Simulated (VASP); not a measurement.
A run of VASP 6.6.1 is set up as follows.

Contents of INCAR:

```
SYSTEM = GaP
ALGO = Normal ; EDIFF = 1E-6
ENCUT = 500 ; GGA_COMPAT = .False.
ISIF = 2 ; ISMEAR = 0
LASPH = .True. ; LCHARG = .False.
LREAL = .False. ; LWAVE = .False.
NBANDS = 16 ; NELM = 120
PREC = Accurate ; SIGMA = 0.01
```

KPOINTS

```
k-points
0
Gamma
  8 8 8
  0 0 0
```

POSCAR

```
GaP
1.0
    0.0000000000      2.6956512308      2.6956512308
    2.6956512308      0.0000000000      2.6956512308
    2.6956512308      2.6956512308      0.0000000000
Ga P
1 1
Direct
    0.0000000000      0.0000000000      0.0000000000
    0.2500000000      0.2500000000      0.2500000000
```

Potentials or basis: VASP PAW LDA potentials, release 64 (Ga_d, P).

The run is started by

```sh
$ cat potpaw_LDA.64/Ga_d/POTCAR potpaw_LDA.64/P/POTCAR > POTCAR
$ mpirun -np 1 vasp_std > vasp.out
```

(1) What does it give for the band gap on the k mesh?

(2) Estimate the pressure.

Answers

(1) 1.43 eV, indirect (least direct gap 1.91 eV).

(2) 0.1 GPa.
